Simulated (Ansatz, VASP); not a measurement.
## One calculation of AlN, two programs

```xyz
8
Lattice="-3.1137 0.0000 0.0000 0.0000 5.3931 0.0000 1.5568 -2.6965 -4.9834" Properties=species:S:1:pos:R:3 pbc="T T T"
Al   -1.5568   -0.9147   -4.9779
Al    0.0000    1.8136   -4.9739
Al    0.0000    3.5967   -2.4921
Al   -1.5568    0.8976   -2.4763
N    -1.5568   -0.8950   -2.9943
N     0.0000    1.7938   -3.1503
N     0.0000    3.7454   -0.5806
N    -1.5568    0.7488   -0.5806
```

Change from the starting cell: mode 23 (716.9 1/cm) frozen in, largest displacement -0.150 Å.

Alike in both runs: task single point; functional PBEsol; k mesh 8 × 8 × 8; occupations gaussian, width 0.05 eV; no spin polarisation.

|  | VASP | Ansatz |
| --- | --- | --- |
| version | VASP 6.6.1 | Ansatz 0.2.0 |
| potentials or method | VASP PAW PBE potentials, release 64 (Al, N), cutoff 600 eV | scalar-relativistic, plane waves, PAW |
| valence electrons in the cell | 32 | 32 |

Ansatz gave:

| Property | Result |
| --- | --- |
| gap on the k mesh at the Fermi level (eV) | 3.89 |
| least direct gap on the mesh (eV) | 3.89 |
| pressure (GPa) | 2.6 |
| traceless stress, the component that is largest in VASP (GPa) | -1.66 |
| rms of the force components (eV/Å) | 1.405 |

Question: Estimate VASP's values.

Answer: gap on the k mesh at the Fermi level (eV): 3.91; least direct gap on the mesh (eV): 3.91; pressure (GPa): 2.5; traceless stress, the component that is largest in VASP (GPa): -1.68; rms of the force components (eV/Å): 1.416.

VASP's potentials were made for PBE, not for PBEsol. Atom by atom the forces differ by 0.012 eV/Å (rms over components).
